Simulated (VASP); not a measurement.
CO2: single point with PBEsol

Crystal: CO2.

```xyz
12
Lattice="5.4059 0.0000 0.0000 0.0000 5.4059 0.0000 0.0000 0.0000 5.4059" Properties=species:S:1:pos:R:3 pbc="T T T"
C     0.0000    0.0000    0.0000
C     2.7029    0.0000    2.7029
C     2.7029    2.7029    0.0000
C     0.0000    2.7029    2.7029
O     0.6726    0.6726    0.6726
O     2.0304    4.7333    3.3755
O     3.3755    2.0304    4.7333
O     4.7333    3.3755    2.0304
O     4.7333    4.7333    4.7333
O     3.3755    0.6726    2.0304
O     2.0304    3.3755    0.6726
O     0.6726    2.0304    3.3755
```

- Program: VASP 6.6.1
- Task: single point
- Functional: PBEsol
- Potentials or basis: VASP PAW PBE potentials, release 64 (C_h, O_h)
- Cutoff: 910 eV
- k mesh: 4 × 4 × 4
- Occupations: gaussian, width 0.1 eV
- Spin: no spin polarisation

The pressure is 1.6 GPa and the largest force is 0.171 eV/Å. The band gap on the k mesh is 6.85 eV.

Forces in eV/Å, atoms in the order of the input:
```
C    0.000  0.000  0.000
C    0.000  0.000  0.000
C    0.000  0.000  0.000
C    0.000  0.000  0.000
O    0.099  0.099  0.099
O   -0.099 -0.099  0.099
O    0.099 -0.099 -0.099
O   -0.099  0.099 -0.099
O   -0.099 -0.099 -0.099
O    0.099  0.099 -0.099
O   -0.099  0.099  0.099
O    0.099 -0.099  0.099
```

Levels at points of the mesh, in eV from the valence-band top:
| k point | band 28 | band 29 | band 30 | band 31 | band 32 | band 33 | band 34 | band 35 | band 36 | band 37 |
| --- | --- | --- | --- | --- | --- | --- | --- | --- | --- | --- |
| (0.00, 0.00, 0.00) | -0.26 | -0.26 | -0.26 | 0.00 | 0.00 | 6.85 | 7.92 | 7.92 | 7.92 | 8.27 |
| (0.50, 0.00, 0.00) | -0.48 | -0.39 | -0.39 | -0.09 | -0.09 | 7.84 | 7.84 | 8.13 | 8.13 | 8.47 |
| (0.50, 0.50, 0.00) | -0.42 | -0.35 | -0.35 | -0.35 | -0.35 | 7.84 | 7.84 | 7.84 | 7.84 | 8.68 |
| (0.50, 0.50, 0.50) | -0.44 | -0.41 | -0.41 | -0.41 | -0.41 | 7.83 | 7.83 | 7.83 | 7.83 | 8.96 |

Run time: 4.2 min on 1 thread of AMD EPYC 7R43 64-Core Processor (Zen 3), on a shared host, peak memory 0.41 GiB.

Caveat: the cutoff is under 1.25 times the usual one of these potentials, so pressure, stress and relaxed cells hold a basis-set (Pulay) error; this functional lacks dispersion, which holds the molecules together, so the pressure and a relaxed volume are unreliable; the PAW data sets were made with another functional, which shifts forces and pressure a little. A k mesh can miss the band edges.
